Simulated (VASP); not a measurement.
# Sr (P6_3/mmc) in VASP: notebook, part 2 of 2

VASP 6.6.1. Earlier steps stand in the parts before.

**3. Single point, PBEsol (56.49 Å³/atom)**

This run uses another cell than the first one, of 56.49 Å³/atom.

The input, INCAR:

```
SYSTEM = Sr
PREC     = Accurate       ! precision mode
ENCUT    = 520            ! plane-wave cutoff, eV
EDIFF    = 1E-7           ! SCF threshold, eV
ISMEAR   = -1             ! smearing method
SIGMA    = 0.1            ! smearing width, eV
LREAL    = .False.        ! projectors in reciprocal space
LASPH    = .True.         ! aspherical terms in the spheres
NELM     = 60             ! most SCF steps
ALGO     = Normal         ! electronic algorithm
ISIF     = 2              ! what is computed and relaxed
LWAVE    = .False.        ! write WAVECAR
LCHARG   = .False.        ! write CHGCAR
GGA      = PS             ! functional
NBANDS   = 28             ! bands
```

The input, KPOINTS:

```
regular mesh
0
Gamma
  10 10 3
  0 0 0
```

The input, POSCAR:

```
Sr
1.0
    4.3039886044      0.0000000000      0.0000000000
   -2.1519943022      3.7273634691      0.0000000000
    0.0000000000      0.0000000000     14.0843805226
Sr
4
Direct
    1.0000000000      0.0000000000      1.0000000000
    1.0000000000      1.0000000000      0.5000000000
    0.3333333333      0.6666666667      0.2500000000
    0.6666666667      0.3333333333      0.7500000000
```

Potentials or basis: VASP PAW PBE potentials, release 64 (Sr_sv).

Command:

```
$ cat potpaw_PBE.64/Sr_sv/POTCAR > POTCAR
$ mpirun -np 1 vasp_std > vasp.out
```

OUTCAR:

```text
SYSTEM = Sr
   PREC = Accurate
   ENCUT = 520
   EDIFF = 1E-7
   ISMEAR = -1
   LREAL = .False.
   LASPH = .True.
   NELM = 60
   ISIF = 2
   GGA = PS

 ion  position               nearest neighbor table
   1  0.000  0.000  0.000-   3 4.31   4 4.31   4 4.31   3 4.31   4 4.31   3 4.31
   2  0.000  0.000  0.500-   3 4.31   4 4.31   4 4.31   3 4.31   4 4.31   3 4.31
   3  0.333  0.667  0.250-   1 4.31   2 4.31   1 4.31   2 4.31   1 4.31   2 4.31
   4  0.667  0.333  0.750-   1 4.31   2 4.31   1 4.31   2 4.31   1 4.31   2 4.31

  LATTYP: Found a hexagonal cell.
 ALAT       =     4.3039886044
 C/A-ratio  =     3.2724019084

  Lattice vectors:

 A1 = (   4.3039886044,   0.0000000000,   0.0000000000)
 A2 = (  -2.1519943022,   3.7273634691,   0.0000000000)
 A3 = (   0.0000000000,   0.0000000000,  14.0843805226)

Analysis of symmetry for initial positions (statically):
=====================================================================
 Subroutine PRICEL returns:
 Original cell was already a primitive cell.

 Routine SETGRP: Setting up the symmetry group for a
 hexagonal supercell.

 Subroutine GETGRP returns: Found 24 space group operations
 (whereof 12 operations were pure point group operations)
 out of a pool of 24 trial point group operations.

The static configuration has the point symmetry D_3d.
 The point group associated with its full space group is D_6h.

Analysis of symmetry for dynamics (positions and initial velocities):
=====================================================================
 Subroutine PRICEL returns:
 Original cell was already a primitive cell.

 Routine SETGRP: Setting up the symmetry group for a
 hexagonal supercell.

 Subroutine GETGRP returns: Found 24 space group operations
 (whereof 12 operations were pure point group operations)
 out of a pool of 24 trial point group operations.

The dynamic configuration has the point symmetry D_3d.
 The point group associated with its full space group is D_6h.

 Subroutine INISYM returns: Found 24 space group operations
 (whereof 12 operations are pure point group operations),
 and found     1 'primitive' translations

----------------------------------------------------------------------------------------

                                     Primitive cell

  volume of cell :     225.9491

  direct lattice vectors                    reciprocal lattice vectors
     4.303988604  0.000000000  0.000000000     0.232342623  0.134143076  0.000000000
    -2.151994302  3.727363469  0.000000000     0.000000000  0.268286151  0.000000000
     0.000000000  0.000000000 14.084380523     0.000000000  0.000000000  0.071000638

  length of vectors
     4.303988604  4.303988604 14.084380523     0.268286151  0.268286151  0.071000638

  position of ions in fractional coordinates (direct lattice)
     0.000000000  0.000000000  0.000000000
     0.000000000  0.000000000  0.500000000
     0.333333333  0.666666667  0.250000000
     0.666666667  0.333333333  0.750000000

  ion indices of the primitive-cell ions
   primitive index   ion index
                 1           1
                 2           2
                 3           3
                 4           4

----------------------------------------------------------------------------------------

 KPOINTS: regular mesh

Automatic generation of k-mesh.
 Grid dimensions read from file:
 generate k-points for:   10   10    3

 Generating k-lattice:

  Cartesian coordinates                     Fractional coordinates (reciprocal lattice)
     0.023234262  0.013414308  0.000000000     0.100000000  0.000000000  0.000000000
     0.000000000  0.026828615  0.000000000     0.000000000  0.100000000  0.000000000
     0.000000000  0.000000000  0.023666879     0.000000000  0.000000000  0.333333333

  Length of vectors
     0.026828615  0.026828615  0.023666879

  Shift w.r.t. Gamma in fractional coordinates (k-lattice)
     0.000000000  0.000000000  0.000000000

 Subroutine IBZKPT returns following result:
 ===========================================

 Found     28 irreducible k-points:

 Following reciprocal coordinates:
            Coordinates               Weight
  0.000000  0.000000  0.000000      1.000000
  0.100000 -0.000000  0.000000      6.000000
  0.200000 -0.000000  0.000000      6.000000
  0.300000 -0.000000  0.000000      6.000000
  0.400000 -0.000000  0.000000      6.000000
  0.500000 -0.000000  0.000000      3.000000
[... 16 lines left out ...]
  0.300000  0.100000  0.333333     24.000000
  0.400000  0.100000  0.333333     24.000000
 [... further k-points ...]
   k-points           NKPTS =     28   k-points in BZ     NKDIM =     28   number of bands    NBANDS=     28
   number of dos      NEDOS =    301   number of ions     NIONS =      4
   total plane-waves  NPLWV = 110592
   dimension x,y,z NGX =    32 NGY =   32 NGZ =  108
   dimension x,y,z NGXF=    64 NGYF=   64 NGZF=  216
   ions per type =               4
   NGX,Y,Z   is equivalent  to a cutoff of  12.36, 12.36, 12.75 a.u.
   NGXF,Y,Z  is equivalent  to a cutoff of  24.72, 24.72, 25.50 a.u.
 SYSTEM =  Sr
   PREC   = accura    normal or accurate (medium, high low for compatibility)
   ISTART =      0    job   : 0-new  1-cont  2-samecut
   ICHARG =      2    charge: 1-file 2-atom 10-const
   ISPIN  =      1    spin polarized calculation?
   LNONCOLLINEAR =      F non collinear calculations
   LSORBIT =      F    spin-orbit coupling
   LASPH  =      T    aspherical Exc in radial PAW
   ENCUT  =  520.0 eV  38.22 Ry    6.18 a.u.   8.00  8.00 26.19*2*pi/ulx,y,z
   NELM   =     60;   NELMIN=  2; NELMDL= -5     # of ELM steps
   EDIFF  = 0.1E-06   stopping-criterion for ELM
   LREAL  =      F    real-space projection
   EDIFFG = 0.1E-05   stopping-criterion for IOM
   NSW    =      0    number of steps for IOM
   IBRION =     -1    ionic relax: 0-MD 1-quasi-New 2-CG
   NFREE  =      0    steps in history (QN), initial steepest desc. (CG)
   ISIF   =      2    stress and relaxation
   ISYM   =      2    0-nonsym 1-usesym 2-fastsym
   POTIM  = 0.5000    time-step for ionic-motion
   TEBEG  =    0.0;   TEEND  =   0.0 temperature during run
   PSTRESS=    0.0 pullay stress
   NELECT =      40.0000    total number of electrons
   NUPDOWN=      -1.0000    fix difference up-down
   EMIN   =  10.00;   EMAX   =-10.00  energy-range for DOS
   EFERMI =   0.00;   METHOD = LEGACY
   ISMEAR =    -1;   SIGMA  =   0.10  broadening in eV -4-tet -1-fermi 0-gaus
   EFERMI_NEDOS =   21; number of points for ismear=-14 and -15
   IALGO  =     38    algorithm
   IMIX   =      4    mixing-type and parameters
     AMIX     =   0.40;   BMIX     =  1.00
     AMIX_MAG =   1.60;   BMIX_MAG =  1.00
  volume/ion in A,a.u.               =      56.49       381.19
  Fermi-wavevector in a.u.,A,eV,Ry     =   0.919231  1.737095 11.496726  0.844985
  Thomas-Fermi vector in A             =   2.044402
   LORBIT       =      0    0 simple, 1 ext, 2 COOP (PROOUT), +10 PAW based schemes
   GGA     = PS    functional components
   LHFCALC =     F    Hartree Fock is set to
   AEXX    =    0.0000 exact exchange contribution
   IVDW    =     0    specifies the selected vdW correction
   LEPSILON=     F    determine dielectric tensor
   LRPA    =     F    only Hartree local field effects (RPA)
 non-spin polarized calculation
  energy-cutoff  :      520.00
  volume of cell :      225.95
 maximum number of plane-waves:      6108
   NGX = 17   NGY = 17   NGZ = 53

 number of electron      40.0000001 magnetization

 Free energy of the ion-electron system (eV)
  ---------------------------------------------------
  ext. energy  EPLUGINS =         0.00000000
  ---------------------------------------------------
  free energy    TOTEN  =        -7.39060633 eV

  energy without entropy =       -7.21031179  energy(sigma->0) =       -7.30045906

 E-fermi :   1.3915     XC(G=0):  -7.3489

 val. band max:        1.3703453399   @ k =   0.4000  -0.0000   0.0000
 cond. band min:       1.3975153996   @ k =   0.3000   0.3000   0.0000
 fundamental gap:      0.0271700597
 Fermi energy:         1.3915399362

 k-point     1 :       0.0000    0.0000    0.0000
  band No.  band energies     occupation
      1     -35.1795      2.00000
      2     -35.1739      2.00000
      3     -35.1729      2.00000
      4     -35.1672      2.00000
      5     -17.2633      2.00000
      6     -17.1756      2.00000
[... 733 lines left out ...]
     27       2.9234      0.00000
     28       3.2247      0.00000

 [... further k-points ...]

------------------------ aborting loop because EDIFF is reached ----------------------------------------

  FORCE on cell =-STRESS in cart. coord.  units (eV):
  Direction    XX          YY          ZZ          XY          YZ          ZX
  --------------------------------------------------------------------------------------
  -------------------------------------------------------------------------------------
  Total       -1.1845639     -1.1845639     -1.1383022      0.0000000     -0.0000000      0.0000000
  in kB       -8.3995975     -8.3995975     -8.0715615      0.0000000     -0.0000000      0.0000000
  external PRESSURE =      -8.2902522 kB  Pullay stress =       0.0000000 kB

 VOLUME and BASIS-vectors are now :
 -----------------------------------------------------------------------------
  energy-cutoff  :      520.00
  volume of cell :      225.95
      direct lattice vectors                 reciprocal lattice vectors
     4.303988604  0.000000000  0.000000000     0.232342623  0.134143076  0.000000000
    -2.151994302  3.727363469  0.000000000     0.000000000  0.268286151  0.000000000
     0.000000000  0.000000000 14.084380523     0.000000000  0.000000000  0.071000638

 POSITION                                       TOTAL-FORCE (eV/Angst)
 -----------------------------------------------------------------------------------
      0.00000      0.00000      0.00000         0.000000      0.000000      0.000000
      0.00000      0.00000      7.04219         0.000000      0.000000      0.000000
     -0.00000      2.48491      3.52110        -0.000000      0.000000     -0.000000
      2.15199      1.24245     10.56329        -0.000000      0.000000      0.000000
 -----------------------------------------------------------------------------------
    total drift:                               -0.000000      0.000000      0.000000

  FREE ENERGIE OF THE ION-ELECTRON SYSTEM (eV)
  ---------------------------------------------------
  free  energy   TOTEN  =        -7.3906063290 eV

  energy  without entropy=       -7.2103117946  energy(sigma->0) =       -7.30045906
```

Run time: 70 s. Hardware: 1 thread of Intel Xeon 6975P-C (Granite Rapids), shared host; peak memory 0.38 GiB.

Results:

```yaml
Free_energy: -7.3906 eV
Pressure: -0.8 GPa
Band_gap_on_the_k_mesh: zero (bands 20 and 21 overlap by 0.13 eV)
```

Levels at points of the mesh, in eV from the Fermi level:
| k point | band 16 | band 17 | band 18 | band 19 | band 20 | band 21 | band 22 | band 23 | band 24 | band 25 |
| --- | --- | --- | --- | --- | --- | --- | --- | --- | --- | --- |
| (0.00, 0.00, 0.00) | -18.48 | -3.60 | -2.68 | -2.68 | -1.12 | 0.05 | 1.25 | 1.27 | 2.19 | 2.19 |
| (0.50, 0.00, 0.00) | -18.50 | -1.11 | -0.79 | -0.75 | -0.56 | 0.09 | 0.23 | 0.32 | 0.34 | 1.16 |

Caveat: the PAW data sets were made with another functional, which shifts forces and pressure a little.
